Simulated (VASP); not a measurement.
Write the native input for VASP 6.6.1 that does the following.

```yaml
Task: relaxation of cell and atoms
Functional: PBEsol
Potentials_or_basis: VASP PAW PBE potentials, release 64 (Ba_sv, F)
Cutoff: 600 eV
k_mesh: 6 × 6 × 6
Occupations: gaussian, width 0.01 eV
Spin: no spin polarisation
Target_pressure: 10 GPa
Dipole_correction: no
Further_INCAR_settings: ALGO = Normal; EDIFF = 1e-07; IBRION = 2; EDIFFG = -0.002; NSW = 100; ISIF = 3
```

The structure of BaF2 (Frankdicksonite) lies in POSCAR:

```
BaF2
1.0
    0.0000000000      3.0688948143      3.0688948143
    3.0688948143      0.0000000000      3.0688948143
    3.0688948143      3.0688948143      0.0000000000
Ba F
1 2
Direct
    0.0000000000      0.0000000000      0.0000000000
    0.2500000000      0.2500000000      0.2500000000
    0.7500000000      0.7500000000      0.7500000000
```

One way to write it, as run:

INCAR

```
PREC = Accurate
ENCUT = 600
EDIFF = 1E-7
ISMEAR = 0
SIGMA = 0.01
LREAL = F
LASPH = T
NELM = 120
ALGO = Normal
ISIF = 3
LWAVE = F
LCHARG = F
GGA = PS
IBRION = 2
NSW = 100
EDIFFG = -0.002
PSTRESS = 100.0
GGA_COMPAT = F
NELMIN = 4
```

KPOINTS

```
Automatic mesh
0
Gamma
  6 6 6
```

Potentials or basis: VASP PAW PBE potentials, release 64 (Ba_sv, F).

Launch:

```bash
$ cat potpaw_PBE.64/Ba_sv/POTCAR potpaw_PBE.64/F/POTCAR > POTCAR
$ mpirun -np 1 vasp_std > vasp.out
```

Results of the run:

- Relaxed volume: 17.39 Å³/atom
- Relaxed cell: a = 4.194 Å, b = 4.194 Å, c = 4.194 Å, α = 60.00°, β = 60.00°, γ = 60.00°
- Space group after relaxing (to 0.05 Å): Fm-3m (No. 225)
- Energy change on relaxing (the enthalpy is what falls): +60.9 meV/atom
- Ionic steps: 6
- Pressure after relaxing: 10.0 GPa
- Band gap on the k mesh: 7.19 eV, indirect (least direct gap 7.34 eV)

Caveat: the cell is relaxed towards a set pressure, so the enthalpy falls and the energy may rise; the PAW data sets were made with another functional, which shifts forces and pressure a little; spin-orbit coupling is left out, which moves the levels of the heavy elements.

Wall time 90 s on 1 thread of Intel(R) Xeon(R) Platinum 8488C (Sapphire Rapids), with other jobs on the host, peak memory 0.22 GiB.
